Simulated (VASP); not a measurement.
Here is a VASP 6.6.1 calculation.

File POSCAR:

```
InP
1.0
    0.0000000000      2.7453630729      2.7453630729
    2.7453630729      0.0000000000      2.7453630729
    2.7453630729      2.7453630729      0.0000000000
In P
1 1
Direct
    0.0000000000      0.0000000000      0.0000000000
    0.5000000000      0.5000000000      0.5000000000
```

File INCAR.step1:

```
SYSTEM = InP
PREC = Accurate ; ENCUT = 520
EDIFF = 1E-5 ; ISMEAR = -1
SIGMA = 0.02 ; LREAL = .FALSE.
LASPH = .TRUE. ; NELM = 100
ALGO = Normal ; ISIF = 2
LWAVE = .TRUE. ; GGA = PE
NBANDS = 16
```

INCAR.step2

```
SYSTEM = InP
PREC = Accurate ; ENCUT = 520
EDIFF = 1E-7 ; ISMEAR = -1
SIGMA = 0.02 ; LREAL = .FALSE.
LASPH = .TRUE. ; NELM = 100
ALGO = Normal ; ISIF = 2
LWAVE = .FALSE. ; LCHARG = .TRUE.
GGA = PE ; LHFCALC = .TRUE.
HFSCREEN = 0.2079 ; PRECFOCK = Normal
LELF = .TRUE. ; LVHAR = .TRUE.
ISTART = 1 ; NBANDS = 16
```

Contents of KPOINTS:

```
Automatic mesh
0
G
  4 4 4
  0 0 0
```

Potentials or basis: VASP PAW PBE potentials, release 64 (In_d, P).

Run with:

```console
$ cat potpaw_PBE.64/In_d/POTCAR potpaw_PBE.64/P/POTCAR > POTCAR
$ cp INCAR.step1 INCAR
$ mpirun -np 1 vasp_std > vasp.out
$ cp INCAR.step2 INCAR
$ mpirun -np 1 vasp_std > vasp.out
```

(1) Estimate the pressure.

(2) Estimate the band gap on the k mesh.

Answers

(1) -0.4 GPa.

(2) zero (bands 9 and 10 overlap by 2.50 eV).

Caveat: the k points lie up to 0.50 Å⁻¹ apart, too coarse for converged energies and pressures of a metal; the PAW data sets were made with another functional, which shifts forces and pressure a little; spin-orbit coupling is left out, which moves the levels of the heavy elements.
